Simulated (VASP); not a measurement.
**SrCd: single point with LDA**

SrCd:

```
CELL_PARAMETERS angstrom
4.00300 0.00000 0.00000
0.00000 4.00300 0.00000
0.00000 0.00000 4.00300
ATOMIC_POSITIONS crystal
Sr 0.50000 0.50000 0.50000
Cd 0.00000 0.00000 0.00000
```

```json
{
  "Program": "VASP 6.6.1",
  "Task": "single point",
  "Functional": "LDA",
  "Potentials or basis": "VASP PAW LDA potentials, release 64 (Sr_sv, Cd)",
  "Cutoff": "500 eV",
  "k mesh": "8 × 8 × 8",
  "Occupations": "gaussian, width 0.1 eV",
  "Spin": "no spin polarisation",
  "Dipole correction": "no",
  "Further INCAR settings": "ALGO = Normal; EDIFF = 1e-06; NBANDS = 18"
}
```

```json
{
 "Pressure": "-2.1 GPa",
 "Band gap on the k mesh": "zero (bands 11 and 12 overlap by 2.12 eV)"
}
```

Levels at points of the mesh, in eV from the Fermi level:
```
           k point  band 8  band 9  band 10  band 11  band 12  band 13  band 14  band 15
(0.00, 0.00, 0.00)   -8.51   -8.51    -5.87     1.29     1.29     3.97     3.97     3.97
(0.50, 0.00, 0.00)   -8.50   -8.49    -3.65    -2.45     1.68     2.17     2.17     5.19
(0.50, 0.50, 0.00)   -8.57   -8.38    -3.21    -0.01    -0.01     1.06     3.79     3.79
(0.50, 0.50, 0.50)   -8.38   -8.38    -0.88    -0.82    -0.82    -0.82     4.65     4.65
```

Run time: 57 s on 1 thread of Intel Xeon 8259CL, with other jobs on the host, peak memory 0.17 GiB.
